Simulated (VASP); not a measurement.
# Cu (Fm-3m) in VASP: a series of runs

The runs below take Cu through single point, with PBE.

Everything below comes from runs of VASP 6.6.1. Logs are shortened: lines on timing, memory, paths and dates and some standing lists are left out, and cuts for length are marked.

## Step 1: The cell of the first run

It takes space group Fm-3m (No. 225, cubic). Conventional cell: a = 3.541 Å, b = 3.541 Å, c = 3.541 Å, α = 90.00°, β = 90.00°, γ = 90.00°. Cu (site symmetry m-3m) has 12 Cu at 2.50 Å within 3.3 Å.

## Step 2: Single point, PBE

The input, INCAR:

```
SYSTEM = Cu
PREC = Accurate ; ENCUT = 520
EDIFF = 1E-6 ; ISMEAR = -1
SIGMA = 0.1 ; LREAL = .FALSE.
LASPH = .TRUE. ; NELM = 100
ALGO = Normal ; ISIF = 2
LWAVE = .FALSE. ; LCHARG = .FALSE.
GGA = PE ; NBANDS = 12
```

The input, KPOINTS:

```
regular mesh
0
G
  13 13 13
  0 0 0
```

The input, POSCAR:

```
Cu
1.0
    0.0000000000      1.7706018915      1.7706018915
    1.7706018915      0.0000000000      1.7706018915
    1.7706018915      1.7706018915      0.0000000000
Cu
1
Direct
    0.0000000000      0.0000000000      0.0000000000
```

Potentials or basis: VASP PAW PBE potentials, release 64 (Cu).

Command:

```sh
$ cat potpaw_PBE.64/Cu/POTCAR > POTCAR
$ mpirun -np 1 vasp_std > vasp.out
```

OUTCAR:

```text
SYSTEM = Cu
   PREC = Accurate
   ENCUT = 520
   EDIFF = 1E-6
   ISMEAR = -1
   LREAL = .FALSE.
   LASPH = .TRUE.
   NELM = 100
   ISIF = 2
   GGA = PE

 ion  position               nearest neighbor table
   1  0.000  0.000  0.000-

  LATTYP: Found a face centered cubic cell.
 ALAT       =     3.5412037830

  Lattice vectors:

 A1 = (   0.0000000000,   1.7706018915,   1.7706018915)
 A2 = (   1.7706018915,   0.0000000000,   1.7706018915)
 A3 = (   1.7706018915,   1.7706018915,   0.0000000000)

Analysis of symmetry for initial positions (statically):
=====================================================================
 Subroutine PRICEL returns:
 Original cell was already a primitive cell.

 Routine SETGRP: Setting up the symmetry group for a
 face centered cubic supercell.

 Subroutine GETGRP returns: Found 48 space group operations
 (whereof 48 operations were pure point group operations)
 out of a pool of 48 trial point group operations.

The static configuration has the point symmetry O_h .

Analysis of symmetry for dynamics (positions and initial velocities):
=====================================================================
 Subroutine PRICEL returns:
 Original cell was already a primitive cell.

 Routine SETGRP: Setting up the symmetry group for a
 face centered cubic supercell.

 Subroutine GETGRP returns: Found 48 space group operations
 (whereof 48 operations were pure point group operations)
 out of a pool of 48 trial point group operations.

The dynamic configuration has the point symmetry O_h .

 Subroutine INISYM returns: Found 48 space group operations
 (whereof 48 operations are pure point group operations),
 and found     1 'primitive' translations

----------------------------------------------------------------------------------------

                                     Primitive cell

  volume of cell :      11.1018

  direct lattice vectors                    reciprocal lattice vectors
     0.000000000  1.770601891  1.770601891    -0.282389849  0.282389849  0.282389849
     1.770601891  0.000000000  1.770601891     0.282389849 -0.282389849  0.282389849
     1.770601891  1.770601891  0.000000000     0.282389849  0.282389849 -0.282389849

  length of vectors
     2.504009209  2.504009209  2.504009209     0.489113565  0.489113565  0.489113565

  position of ions in fractional coordinates (direct lattice)
     0.000000000  0.000000000  0.000000000

  ion indices of the primitive-cell ions
   primitive index   ion index
                 1           1

----------------------------------------------------------------------------------------

 KPOINTS: regular mesh

Automatic generation of k-mesh.
 Grid dimensions read from file:
 generate k-points for:   13   13   13

 Generating k-lattice:

  Cartesian coordinates                     Fractional coordinates (reciprocal lattice)
    -0.021722296  0.021722296  0.021722296     0.076923077  0.000000000  0.000000000
     0.021722296 -0.021722296  0.021722296     0.000000000  0.076923077  0.000000000
     0.021722296  0.021722296 -0.021722296     0.000000000  0.000000000  0.076923077

  Length of vectors
     0.037624120  0.037624120  0.037624120

  Shift w.r.t. Gamma in fractional coordinates (k-lattice)
     0.000000000  0.000000000  0.000000000

 Subroutine IBZKPT returns following result:
 ===========================================

 Found     84 irreducible k-points:

 Following reciprocal coordinates:
            Coordinates               Weight
  0.000000  0.000000  0.000000      1.000000
  0.076923  0.000000  0.000000      8.000000
  0.153846  0.000000  0.000000      8.000000
  0.230769  0.000000  0.000000      8.000000
  0.307692  0.000000  0.000000      8.000000
  0.384615  0.000000  0.000000      8.000000
[... 16 lines left out ...]
  0.384615  0.153846  0.000000     24.000000
  0.461538  0.153846  0.000000     24.000000
 [... further k-points ...]
   k-points           NKPTS =     84   k-points in BZ     NKDIM =     84   number of bands    NBANDS=     12
   number of dos      NEDOS =    301   number of ions     NIONS =      1
   total plane-waves  NPLWV =   8000
   dimension x,y,z NGX =    20 NGY =   20 NGZ =   20
   dimension x,y,z NGXF=    40 NGYF=   40 NGZF=   40
   ions per type =               1
   NGX,Y,Z   is equivalent  to a cutoff of  13.28, 13.28, 13.28 a.u.
   NGXF,Y,Z  is equivalent  to a cutoff of  26.56, 26.56, 26.56 a.u.
 SYSTEM =  Cu
   PREC   = accura    normal or accurate (medium, high low for compatibility)
   ISTART =      0    job   : 0-new  1-cont  2-samecut
   ICHARG =      2    charge: 1-file 2-atom 10-const
   ISPIN  =      1    spin polarized calculation?
   LNONCOLLINEAR =      F non collinear calculations
   LSORBIT =      F    spin-orbit coupling
   LASPH  =      T    aspherical Exc in radial PAW
   ENCUT  =  520.0 eV  38.22 Ry    6.18 a.u.   4.66  4.66  4.66*2*pi/ulx,y,z
   NELM   =    100;   NELMIN=  2; NELMDL= -5     # of ELM steps
   EDIFF  = 0.1E-05   stopping-criterion for ELM
   LREAL  =      F    real-space projection
   EDIFFG = 0.1E-04   stopping-criterion for IOM
   NSW    =      0    number of steps for IOM
   IBRION =     -1    ionic relax: 0-MD 1-quasi-New 2-CG
   NFREE  =      0    steps in history (QN), initial steepest desc. (CG)
   ISIF   =      2    stress and relaxation
   ISYM   =      2    0-nonsym 1-usesym 2-fastsym
   POTIM  = 0.5000    time-step for ionic-motion
   TEBEG  =    0.0;   TEEND  =   0.0 temperature during run
   PSTRESS=    0.0 pullay stress
   NELECT =      11.0000    total number of electrons
   NUPDOWN=      -1.0000    fix difference up-down
   EMIN   =  10.00;   EMAX   =-10.00  energy-range for DOS
   EFERMI =   0.00;   METHOD = LEGACY
   ISMEAR =    -1;   SIGMA  =   0.10  broadening in eV -4-tet -1-fermi 0-gaus
   EFERMI_NEDOS =   21; number of points for ismear=-14 and -15
   IALGO  =     38    algorithm
   IMIX   =      4    mixing-type and parameters
     AMIX     =   0.40;   BMIX     =  1.00
     AMIX_MAG =   1.60;   BMIX_MAG =  1.00
  volume/ion in A,a.u.               =      11.10        74.92
  Fermi-wavevector in a.u.,A,eV,Ry     =   1.632080  3.084184 36.241641  2.663685
  Thomas-Fermi vector in A             =   2.724110
   LORBIT       =      0    0 simple, 1 ext, 2 COOP (PROOUT), +10 PAW based schemes
   GGA     = PE    functional components
   LHFCALC =     F    Hartree Fock is set to
   AEXX    =    0.0000 exact exchange contribution
   IVDW    =     0    specifies the selected vdW correction
   LEPSILON=     F    determine dielectric tensor
   LRPA    =     F    only Hartree local field effects (RPA)
 non-spin polarized calculation
  energy-cutoff  :      520.00
  volume of cell :       11.10
 maximum number of plane-waves:       307
   NGX =  9   NGY =  9   NGZ =  9

 number of electron      11.0000009 magnetization

 Free energy of the ion-electron system (eV)
  ---------------------------------------------------
  ext. energy  EPLUGINS =         0.00000000
  ---------------------------------------------------
  free energy    TOTEN  =        -3.69946116 eV

  energy without entropy =       -3.69052321  energy(sigma->0) =       -3.69499219

 E-fermi :   8.5133     XC(G=0): -13.0897

 val. band max:        8.3856071142   @ k =   0.4615   0.2308   0.0000
 cond. band min:       8.5903614432   @ k =   0.4615   0.3077   0.0000
 fundamental gap:      0.2047543290
 Fermi energy:         8.5132931101

 k-point     1 :       0.0000    0.0000    0.0000
  band No.  band energies     occupation
      1      -1.4551      2.00000
      2       5.1486      2.00000
      3       5.1486      2.00000
      4       5.1486      2.00000
      5       6.0532      2.00000
      6       6.0532      2.00000
      7      31.4655      0.00000
      8      34.5973      0.00000
      9      34.5973      0.00000
     10      34.5973      0.00000
     11      37.1554      0.00000
     12      37.1554      0.00000

 k-point     2 :       0.0769    0.0000    0.0000
  band No.  band energies     occupation
      1      -1.2301      2.00000
      2       5.0986      2.00000
      3       5.1923      2.00000
      4       5.1923      2.00000
      5       6.0362      2.00000
      6       6.0362      2.00000
      7      30.1876      0.00000
      8      32.6580      0.00000
      9      33.9776      0.00000
     10      33.9776      0.00000
     11      38.0690      0.00000
     12      38.0690      0.00000

 k-point     3 :       0.1538    0.0000    0.0000
  band No.  band energies     occupation
      1      -0.5714      2.00000
      2       4.9762      2.00000
      3       5.2865      2.00000
      4       5.2865      2.00000
      5       6.0198      2.00000
      6       6.0198      2.00000
      7      26.3477      0.00000
      8      32.0898      0.00000
      9      33.0508      0.00000
     10      33.0508      0.00000
     11      38.9300      0.00000
     12      39.4297      0.00000

 k-point     4 :       0.2308    0.0000    0.0000
  band No.  band energies     occupation
      1       0.4563      2.00000
      2       4.8701      2.00000
      3       5.3264      2.00000
      4       5.3264      2.00000
      5       6.1001      2.00000
      6       6.1001      2.00000
      7      22.3245      0.00000
      8      31.5756      0.00000
      9      32.3100      0.00000
     10      32.3100      0.00000
     11      38.3758      0.00000
     12      38.3758      0.00000

 k-point     5 :       0.3077    0.0000    0.0000
  band No.  band energies     occupation
      1       1.6621      2.00000
      2       4.9797      2.00000
      3       5.2656      2.00000
      4       5.2656      2.00000
      5       6.3029      2.00000
      6       6.3029      2.00000
      7      18.5681      0.00000
      8      30.9101      0.00000
      9      31.8115      0.00000
     10      31.8115      0.00000
     11      36.5855      0.00000
     12      36.5855      0.00000

 k-point     6 :       0.3846    0.0000    0.0000
  band No.  band energies     occupation
      1       2.5759      2.00000
      2       5.1758      2.00000
      3       5.1758      2.00000
      4       5.7046      2.00000
      5       6.5226      2.00000
      6       6.5226      2.00000
      7      15.2578      0.00000
      8      30.3141      0.00000
      9      31.5390      0.00000
     10      31.5390      0.00000
     11      35.2090      0.00000
     12      35.2090      0.00000

 k-point     7 :       0.4615    0.0000    0.0000
  band No.  band energies     occupation
      1       2.9073      2.00000
      2       5.1178      2.00000
      3       5.1178      2.00000
      4       6.6590      2.00000
      5       6.6590      2.00000
      6       6.9242      2.00000
      7      12.8587      0.00000
      8      29.9731      0.00000
      9      31.4392      0.00000
     10      31.4392      0.00000
     11      34.4572      0.00000
     12      34.4572      0.00000

 k-point     8 :       0.0769    0.0769    0.0000
  band No.  band energies     occupation
      1      -1.1554      2.00000
      2       5.0554      2.00000
      3       5.2229      2.00000
      4       5.2229      2.00000
      5       5.9692      2.00000
      6       6.0869      2.00000
      7      30.6608      0.00000
      8      32.3721      0.00000
      9      32.3721      0.00000
     10      33.4265      0.00000
     11      38.6015      0.00000
     12      39.4673      0.00000
[... 166 lines left out ...]
 k-point    20 :       0.1538    0.1538    0.0000
  band No.  band energies     occupation
      1      -0.2829      2.00000
      2       4.8004      2.00000
      3       5.4394      2.00000
      4       5.4394      2.00000
      5       5.7541      2.00000
      6       6.1810      2.00000
      7      29.3170      0.00000
      8      29.4449      0.00000
      9      29.4449      0.00000
     10      31.2746      0.00000
     11      36.0512      0.00000
     12      41.8407      0.00000

 k-point    21 :       0.2308    0.1538    0.0000
  band No.  band energies     occupation
      1       0.4724      2.00000
      2       4.6401      2.00000
      3       5.4513      2.00000
      4       5.5637      2.00000
      5       5.8079      2.00000
      6       6.2603      2.00000
      7      25.5539      0.00000
      8      28.2342      0.00000
      9      29.4559      0.00000
     10      31.3619      0.00000
     11      34.5806      0.00000
     12      41.7798      0.00000

 k-point    22 :       0.3077    0.1538    0.0000
  band No.  band energies     occupation
      1       1.5232      2.00000
      2       4.5243      2.00000
      3       5.2596      2.00000
      4       5.5925      2.00000
      5       6.2134      2.00000
      6       6.4143      2.00000
      7      21.6253      0.00000
      8      27.4534      0.00000
      9      28.5770      0.00000
     10      30.5590      0.00000
     11      36.1602      0.00000
     12      40.9915      0.00000

 k-point    23 :       0.3846    0.1538    0.0000
  band No.  band energies     occupation
      1       2.5957      2.00000
      2       4.5686      2.00000
      3       5.0899      2.00000
      4       5.5317      2.00000
      5       6.5939      2.00000
      6       6.8969      2.00000
      7      17.9781      0.00000
      8      27.1400      0.00000
      9      27.2445      0.00000
     10      29.8113      0.00000
     11      39.0475      0.00000
     12      40.2931      0.00000

 k-point    24 :       0.4615    0.1538    0.0000
  band No.  band energies     occupation
      1       3.2170      2.00000
      2       4.7434      2.00000
      3       5.1522      2.00000
      4       5.4487      2.00000
      5       6.6956      2.00000
      6       8.0348      1.98342
      7      14.7905      0.00000
      8      25.8645      0.00000
      9      27.3334      0.00000
     10      29.5678      0.00000
     11      39.6341      0.00000
     12      39.6431      0.00000

 [... further k-points ...]
[... 5 lines left out ...]
  --------------------------------------------------------------------------------------
  -------------------------------------------------------------------------------------
  Total        0.9043401      0.9043401      0.9043401     -0.0000000     -0.0000000     -0.0000000
  in kB      130.5117521    130.5117521    130.5117521     -0.0000000     -0.0000000     -0.0000000
  external PRESSURE =     130.5117521 kB  Pullay stress =       0.0000000 kB

 VOLUME and BASIS-vectors are now :
 -----------------------------------------------------------------------------
  energy-cutoff  :      520.00
  volume of cell :       11.10
      direct lattice vectors                 reciprocal lattice vectors
     0.000000000  1.770601891  1.770601891    -0.282389849  0.282389849  0.282389849
     1.770601891  0.000000000  1.770601891     0.282389849 -0.282389849  0.282389849
     1.770601891  1.770601891  0.000000000     0.282389849  0.282389849 -0.282389849

 POSITION                                       TOTAL-FORCE (eV/Angst)
 -----------------------------------------------------------------------------------
      0.00000      0.00000      0.00000        -0.000000     -0.000000     -0.000000
 -----------------------------------------------------------------------------------
    total drift:                                0.000000      0.000000      0.000000

  FREE ENERGIE OF THE ION-ELECTRON SYSTEM (eV)
  ---------------------------------------------------
  free  energy   TOTEN  =        -3.6994611628 eV

  energy  without entropy=       -3.6905232131  energy(sigma->0) =       -3.69499219
```

It took 7.1 s on 1 thread of Intel Xeon Platinum 8375C at 2.90GHz (Ice Lake), shared host; peak memory 0.13 GiB.

What came out:

```
Free energy : -3.6995 eV
Pressure    : 13.1 GPa
```

Levels at points of the mesh, in eV from the Fermi level:
```tsv
k point	band 3	band 4	band 5	band 6	band 7	band 8	band 9	band 10
(0.00, 0.00, 0.00)	-3.36	-3.36	-2.46	-2.46	22.95	26.08	26.08	26.08
```

## Step 3: Single point, PBE

This run uses another cell than the first one, of 11.34 Å³/atom, 1.021 times its volume.

The input, INCAR:

```
PREC     = Accurate       # precision mode
ENCUT    = 520            # plane-wave cutoff, eV
EDIFF    = 1E-7           # SCF threshold, eV
ISMEAR   = -1             # smearing method
SIGMA    = 0.1            # smearing width, eV
LREAL    = F              # projectors in reciprocal space
LASPH    = T              # aspherical terms in the spheres
NELM     = 60             # most SCF steps
ALGO     = Normal         # electronic algorithm
ISIF     = 2              # what is computed and relaxed
LWAVE    = F              # write WAVECAR
LCHARG   = F              # write CHGCAR
GGA      = PE             # functional
NBANDS   = 12             # bands
```

The input, KPOINTS:

```
regular mesh
0
Gamma
  13 13 13
```

The input, POSCAR:

```
Cu
1.0
    0.0000000000      1.7830713297      1.7830713297
    1.7830713297      0.0000000000      1.7830713297
    1.7830713297      1.7830713297      0.0000000000
Cu
1
Direct
    0.0000000000      0.0000000000      0.0000000000
```

Potentials or basis: VASP PAW PBE potentials, release 64 (Cu).

Command:

```sh
$ cat potpaw_PBE.64/Cu/POTCAR > POTCAR
$ mpirun -np 1 vasp_std > vasp.out
```

It took 7.4 s on 1 thread of Intel Xeon Platinum 8375C at 2.90GHz (Ice Lake), shared host; peak memory 0.13 GiB.

It converged, with:

| Quantity | Value |
| --- | --- |
| Free energy | -3.7158 eV |
| Pressure | 9.0 GPa |

Levels at points of the mesh, in eV from the Fermi level:
```csv
k point,band 4,band 5,band 6,band 7,band 8,band 9
"(0.00, 0.00, 0.00)",-3.29,-2.41,-2.41,22.79,25.76,25.76
```

(Continued in part 2 of 2.)
